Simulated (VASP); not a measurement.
# Si (P6_3/mmc) in VASP: further runs, part 2 of 2

VASP 6.6.1. The steps go on from the part before.

## 4. Single point, PBE

This run uses another cell than the first one: it holds 4 atoms, not 16.

File INCAR:

```
PREC = Accurate ; ENCUT = 500
EDIFF = 1E-6 ; ISMEAR = 0
SIGMA = 0.02 ; LREAL = F
LASPH = T ; NELM = 120
ALGO = Normal ; ISIF = 2
LWAVE = F ; LCHARG = F
GGA = PE ; NBANDS = 16
GGA_COMPAT = F
```

File KPOINTS:

```
regular mesh
0
Gamma
  18 18 9
```

File POSCAR:

```
Si
1.0
    4.0245882543      0.0000000000      0.0000000000
   -2.0122941272      3.4853956680      0.0000000000
    0.0000000000      0.0000000000      6.2891413008
Si
4
Direct
    0.3333333333      0.6666666667      0.0597469200
    0.6666666667      0.3333333333      0.5597469200
    0.3333333333      0.6666666667      0.4402530800
    0.6666666667      0.3333333333      0.9402530800
```

Run with:

```bash
> cat potpaw_PBE.64/Si/POTCAR > POTCAR
> mpirun -np 1 vasp_std > vasp.out
```

Run time: 2.2 min. Hardware: 1 thread of Intel Xeon Platinum 8488C (Sapphire Rapids), shared host; peak memory 0.31 GiB.

It converged, with:

| Item | Value |
| --- | --- |
| Free energy | -21.4457 eV |
| Pressure | -5.6 GPa |
| Band gap on the k mesh | 0.22 eV |

Forces in eV/Å, atoms in the order of the input:
```
Si   0.000  0.000  0.002
Si   0.000  0.000  0.002
Si   0.000  0.000 -0.002
Si   0.000  0.000 -0.002
```

Stress tensor (GPa, compression positive):
```
-8.39  0.00  0.00
 0.00 -8.39  0.00
 0.00  0.00 -0.04
```

Levels at points of the mesh, in eV from the valence-band top:
```tsv
k point	band 5	band 6	band 7	band 8	band 9	band 10	band 11	band 12
(0.00, 0.00, 0.00)	-1.61	0.00	0.00	0.00	0.22	1.88	1.88	2.32
(0.50, 0.00, 0.00)	-4.17	-2.92	-2.57	-1.23	0.39	2.30	3.17	3.45
```

Caveat: the cell stands under tension; an odd mesh through Γ misses points on the zone boundary, where band edges can lie.

## 5. Single point, PBE

This run uses another cell than the first one: it holds 36 atoms, not 16.

File INCAR:

```
  PREC = Accurate
  ENCUT = 520
  EDIFF = 1E-6
  ISMEAR = 0
  SIGMA = 0.02
  LREAL = Auto
  LASPH = True
  NELM = 100
  ALGO = Normal
  ISIF = 2
  LWAVE = False
  LCHARG = True
  GGA = PE
  LELF = True
  LVHAR = True
  NBANDS = 96
```

File KPOINTS:

```
Automatic mesh
0
Gamma
  2 2 2
  0.5 0.5 0.5
```

File POSCAR:

```
Si
1.0
   -0.0000000001      6.6706137355      6.3650227141
   -5.7769209537     -3.3353068678      6.3650227141
    5.7769209538     -3.3353068677      6.3650227141
Si
36
Direct
    0.2431992022      0.5765325356      0.2431992022
    0.5765325356      0.5765325356      0.9098658689
    0.2431992022      0.2431992022      0.5765325356
    0.2431992022      0.9098658689      0.9098658689
    0.5765325356      0.2431992022      0.2431992022
    0.9098658689      0.5765325356      0.5765325356
    0.9098658689      0.2431992022      0.9098658689
    0.5765325356      0.9098658689      0.5765325356
    0.9098658689      0.9098658689      0.2431992022
    0.2987547578      0.6320880911      0.6320880911
    0.6320880911      0.6320880911      0.2987547578
    0.2987547578      0.2987547578      0.9654214245
    0.2987547578      0.9654214245      0.2987547578
    0.6320880911      0.2987547578      0.6320880911
    0.9654214245      0.6320880911      0.9654214245
    0.9654214245      0.2987547578      0.2987547578
    0.6320880911      0.9654214245      0.9654214245
    0.9654214245      0.9654214245      0.6320880911
    0.3679119089      0.7012452422      0.3679119089
    0.7012452422      0.7012452422      0.0345785755
    0.3679119089      0.3679119089      0.7012452422
    0.3679119089      0.0345785755      0.0345785755
    0.7012452422      0.3679119089      0.3679119089
    0.0345785755      0.7012452422      0.7012452422
    0.0345785755      0.3679119089      0.0345785755
    0.7012452422      0.0345785755      0.7012452422
    0.0345785755      0.0345785755      0.3679119089
    0.4234674644      0.7568007978      0.7568007978
    0.7568007978      0.7568007978      0.4234674644
    0.4234674644      0.4234674644      0.0901341311
    0.4234674644      0.0901341311      0.4234674644
    0.7568007978      0.4234674644      0.7568007978
    0.0901341311      0.7568007978      0.0901341311
    0.0901341311      0.4234674644      0.4234674644
    0.7568007978      0.0901341311      0.0901341311
    0.0901341311      0.0901341311      0.7568007978
```

Potentials or basis: VASP PAW PBE potentials, release 64 (Si).

Run with:

```bash
> cat potpaw_PBE.64/Si/POTCAR > POTCAR
> mpirun -np 1 vasp_std > vasp.out
```

OUTCAR:

```text
PREC = Accurate
   ENCUT = 520
   EDIFF = 1E-6
   ISMEAR = 0
   LREAL = Auto
   LASPH = True
   NELM = 100
   ISIF = 2
   GGA = PE

 ion  position               nearest neighbor table
   1  0.243  0.577  0.243-  33 2.36  34 2.36  30 2.36  19 2.38
   2  0.577  0.577  0.910-  28 2.36  32 2.36  30 2.36  20 2.38
   3  0.243  0.243  0.577-  36 2.36  34 2.36  31 2.36  21 2.38
   4  0.243  0.910  0.910-  36 2.36  33 2.36  28 2.36  22 2.38
   5  0.577  0.243  0.243-  35 2.36  30 2.36  31 2.36  23 2.38
   6  0.910  0.577  0.577-  29 2.36  32 2.36  34 2.36  24 2.38
[... 28 lines left out ...]
  35  0.757  0.090  0.090-   9 2.36   7 2.36   5 2.36  17 2.38
[... 378 lines left out ...]
  Total        0.1489741      0.1489741     -0.3021806     -0.0000000      0.0000000     -0.0000000
  in kB        0.3243679      0.3243679     -0.6579513     -0.0000000      0.0000000     -0.0000000
  external PRESSURE =      -0.0030718 kB  Pullay stress =       0.0000000 kB

 VOLUME and BASIS-vectors are now :
 -----------------------------------------------------------------------------
  energy-cutoff  :      520.00
  volume of cell :      735.84
      direct lattice vectors                 reciprocal lattice vectors
    -0.000000000  6.670613735  6.365022714    -0.000000000  0.099940829  0.052369543
    -5.776920954 -3.335306868  6.365022714    -0.086551297 -0.049970415  0.052369543
     5.776920954 -3.335306868  6.365022714     0.086551297 -0.049970414  0.052369543

 POSITION                                       TOTAL-FORCE (eV/Angst)
 -----------------------------------------------------------------------------------
     -1.92564     -1.11177      6.76558         0.000000      0.000000     -0.009732
      1.92564     -1.11177     13.13060         0.000000      0.000000     -0.009732
      1.92564     -1.11177      6.76558         0.000000      0.000000     -0.009732
      0.00000     -4.44708     13.13060         0.000000      0.000000     -0.009732
     -0.00000      2.22354      6.76558         0.000000     -0.000000     -0.009732
     -0.00000      2.22354     13.13060         0.000000     -0.000000     -0.009732
[... 28 lines left out ...]
     -0.00000      4.44708      5.96447        -0.000000     -0.000000      0.009732
      3.85128     -2.22354      5.96447        -0.000000      0.000000      0.009732
 -----------------------------------------------------------------------------------
    total drift:                                0.000000      0.000000     -0.000000

  FREE ENERGIE OF THE ION-ELECTRON SYSTEM (eV)
  ---------------------------------------------------
  free  energy   TOTEN  =      -194.6762192293 eV

  energy  without entropy=     -194.6762192293  energy(sigma->0) =     -194.67621923
```

OSZICAR:

```text
N       E                     dE             d eps       ncg     rms          rms(c)
DAV:   1     0.379118076074E+03    0.37912E+03   -0.55028E+04   384   0.124E+03
DAV:   2    -0.160070161284E+03   -0.53919E+03   -0.51035E+03   456   0.182E+02
DAV:   3    -0.196943914563E+03   -0.36874E+02   -0.36240E+02   488   0.418E+01
DAV:   4    -0.197771509604E+03   -0.82760E+00   -0.82241E+00   464   0.765E+00
DAV:   5    -0.197798732390E+03   -0.27223E-01   -0.27183E-01   472   0.135E+00    0.202E+01
DAV:   6    -0.195650444849E+03    0.21483E+01   -0.11548E+00   448   0.220E+00    0.124E+01
DAV:   7    -0.194650841128E+03    0.99960E+00   -0.25141E+00   424   0.335E+00    0.726E-01
DAV:   8    -0.194671109126E+03   -0.20268E-01   -0.14765E-01   448   0.910E-01    0.289E-01
DAV:   9    -0.194674540376E+03   -0.34312E-02   -0.66001E-03   496   0.215E-01    0.261E-01
DAV:  10    -0.194676214950E+03   -0.16746E-02   -0.27628E-03   416   0.124E-01    0.101E-01
DAV:  11    -0.194676197661E+03    0.17289E-04   -0.43655E-05   480   0.178E-02    0.330E-02
DAV:  12    -0.194676221586E+03   -0.23924E-04   -0.30504E-05   424   0.139E-02    0.226E-02
DAV:  13    -0.194676218853E+03    0.27324E-05   -0.79161E-06   448   0.655E-03    0.166E-03
DAV:  14    -0.194676219229E+03   -0.37590E-06   -0.33558E-07   280   0.150E-03
   1 F= -.19467622E+03 E0= -.19467622E+03  d E =-.122241E-15
```

stdout:

```text
POSCAR found type information on POSCAR Si
 POSCAR found :  1 types and      36 ions
 scaLAPACK will be used
 LDA part: xc-table for (Slater+PW92), standard interpolation
 POSCAR, INCAR and KPOINTS ok, starting setup
 FFT: planning ... GRIDC
 FFT: planning ... GRID_SOFT
 FFT: planning ... GRID
 WAVECAR not read
 entering main loop
```

Wall time 6.3 min (1 thread of Intel Xeon 8259CL, shared host); peak memory 0.66 GiB.

What came out:

```
Free energy            : -194.6762 eV
Pressure               : 0.0 GPa
Largest force          : 0.010 eV/Å
Band gap on the k mesh : 0.98 eV
```

Forces in eV/Å, atoms in the order of the input:
```
Si   0.000  0.000 -0.010
Si   0.000  0.000 -0.010
Si   0.000  0.000 -0.010
Si   0.000  0.000 -0.010
Si   0.000  0.000 -0.010
Si   0.000  0.000 -0.010
Si   0.000  0.000 -0.010
Si   0.000  0.000 -0.010
Si   0.000  0.000 -0.010
Si   0.000  0.000 -0.003
Si   0.000  0.000 -0.003
Si   0.000  0.000 -0.003
Si   0.000  0.000 -0.003
Si   0.000  0.000 -0.003
Si   0.000  0.000 -0.003
Si   0.000  0.000 -0.003
Si   0.000  0.000 -0.003
Si   0.000  0.000 -0.003
Si   0.000  0.000  0.003
Si   0.000  0.000  0.003
Si   0.000  0.000  0.003
Si   0.000  0.000  0.003
Si   0.000  0.000  0.003
Si   0.000  0.000  0.003
Si   0.000  0.000  0.003
Si   0.000  0.000  0.003
Si   0.000  0.000  0.003
Si   0.000  0.000  0.010
Si   0.000  0.000  0.010
Si   0.000  0.000  0.010
Si   0.000  0.000  0.010
Si   0.000  0.000  0.010
Si   0.000  0.000  0.010
Si   0.000  0.000  0.010
Si   0.000  0.000  0.010
Si   0.000  0.000  0.010
```

Stress tensor (GPa, compression positive):
```
 0.03  0.00  0.00
 0.00  0.03  0.00
 0.00  0.00 -0.07
```

Levels at points of the mesh, in eV from the valence-band top:
```tsv
k point	band 68	band 69	band 70	band 71	band 72	band 73	band 74	band 75	band 76	band 77
(0.25, 0.25, 0.25)	-0.87	-0.87	-0.87	0.00	0.00	1.09	1.09	1.09	1.22	1.22
```

Caveat: a shifted mesh leaves out Γ, where band edges can lie.

## 6. Single point, PBE

This run uses another cell than the first one: it holds 4 atoms, not 16.

File INCAR:

```
SYSTEM = Si
  PREC = Accurate
  ENCUT = 520
  EDIFF = 1E-6
  ISMEAR = 0
  SIGMA = 0.02
  LREAL = .FALSE.
  LASPH = .TRUE.
  NELM = 100
  ALGO = Normal
  ISIF = 2
  LWAVE = .FALSE.
  LCHARG = .FALSE.
  GGA = PE
  NBANDS = 16
```

File KPOINTS:

```
regular mesh
0
G
  12 12 6
  0 0 0
```

File POSCAR:

```
Si
1.0
    3.8512806415      0.0000000000      0.0000000000
   -1.9256403208      3.3353068727      0.0000000000
    0.0000000000      0.0000000000      6.3650226969
Si
4
Direct
    0.3333333333      0.6666666667      0.0629309398
    0.6666666667      0.3333333333      0.5629309398
    0.3333333333      0.6666666667      0.4370690602
    0.6666666667      0.3333333333      0.9370690602
```

Potentials or basis: VASP PAW PBE potentials, release 64 (Si).

Run with:

```bash
> cat potpaw_PBE.64/Si/POTCAR > POTCAR
> mpirun -np 1 vasp_std > vasp.out
```

Wall time 44 s (1 thread of AMD EPYC 9R45 (Zen 5), shared host); peak memory 0.2 GiB.

The run converged. Its results:

| Property | Result |
| --- | --- |
| Free energy | -21.6552 eV |
| Pressure | -0.1 GPa |
| Band gap on the k mesh | 0.45 eV (least direct gap 0.99 eV) |

Levels at points of the mesh, in eV from the valence-band top:
```
           k point  band 6  band 7  band 8  band 9  band 10  band 11
(0.00, 0.00, 0.00)   -0.33    0.00    0.00    0.99     2.02     2.02
(0.50, 0.00, 0.00)   -3.00   -2.92   -1.42    0.45     2.33     3.02
(0.00, 0.00, 0.50)   -0.91   -0.91   -0.91    1.77     1.77     2.99
(0.50, 0.00, 0.50)   -2.41   -2.38   -2.38    0.92     0.92     1.70
```

## 7. Summary

| cell | k mesh | cutoff (eV) | mended | gap on the mesh (eV) | pressure (GPa) | largest force (eV/Å) |
| --- | --- | --- | --- | --- | --- | --- |
| a = 6.365, b = 7.703, c = 7.703 Å, angles 120.0, 90.0, 90.0°, 16 atoms, atomic positions A | 5 × 4 × 4 | 520 | - | 0.45 | 0.0 | - |
| a = 4.025, b = 4.025, c = 6.193 Å, angles 90.0, 90.0, 120.0°, 4 atoms, atomic positions B | 18 × 18 × 9 | 500 | yes | 0.08 | -4.4 | 0.32 |
| a = 4.025, b = 4.025, c = 6.289 Å, angles 90.0, 90.0, 120.0°, 4 atoms, atomic positions B | 18 × 18 × 9 | 500 | yes | 0.22 | -5.6 | - |
| a = 9.220 Å, angles 77.6°, 36 atoms, atomic positions C | 2 × 2 × 2, shifted | 520 | - | 0.98 | 0.0 | 0.01 |
| a = 3.851, b = 3.851, c = 6.365 Å, angles 90.0, 90.0, 120.0°, 4 atoms, atomic positions D | 12 × 12 × 6 | 520 | - | 0.45 | -0.1 | - |

Alike in all rows: task single point; level PBE; potentials or basis VASP PAW PBE potentials, release 64 (Si); no spin polarisation; smearing gaussian 0.02 eV.

Caveats: an odd mesh through Γ misses points on the zone boundary, where band edges can lie (at least some runs); the cell stands under tension (at least some runs); a shifted mesh leaves out Γ, where band edges can lie (at least some runs).

Absolute energies hang on the potentials; compare differences alone.
